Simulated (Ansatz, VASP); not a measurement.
**SiNi: VASP beside Ansatz**

```
Ni Si
1.0
     0.00000    2.30249    2.30249
     2.30249    0.00000    2.30249
     2.30249    2.30249    0.00000
Ni Si
1 1
Direct
  0.00000 0.00000 0.00000
  0.50000 0.50000 0.50000
```

Alike in both runs: task relaxation of cell and atoms; functional PBE; k mesh 15 × 15 × 15; occupations fermi-dirac, width 0.1 eV; no spin polarisation.

|  | VASP | Ansatz |
| --- | --- | --- |
| version | VASP 6.6.1 | Ansatz 0.2.0 |
| potentials or method | VASP PAW PBE potentials, release 64 (Ni, Si) | PAW with Ansatz's default frozen-core files, scalar-relativistic |
| plane-wave cutoff (eV) | 600 | 420 |
| valence electrons in the cell | 14 | 22 |

VASP gave:

| Quantity | Value |
| --- | --- |
| relaxed volume (Å³/atom) | 13.31 |
| relaxed cell length with the largest relative difference (Å) | 3.351 |

Q: What did Ansatz give for the same quantities?

A: Relaxed volume (Å³/atom): 13.32; relaxed cell length with the largest relative difference (Å): 3.352.

VASP's potentials hold 14 valence electrons a cell and Ansatz's 22, so a difference there can come from the potentials and not from the codes.
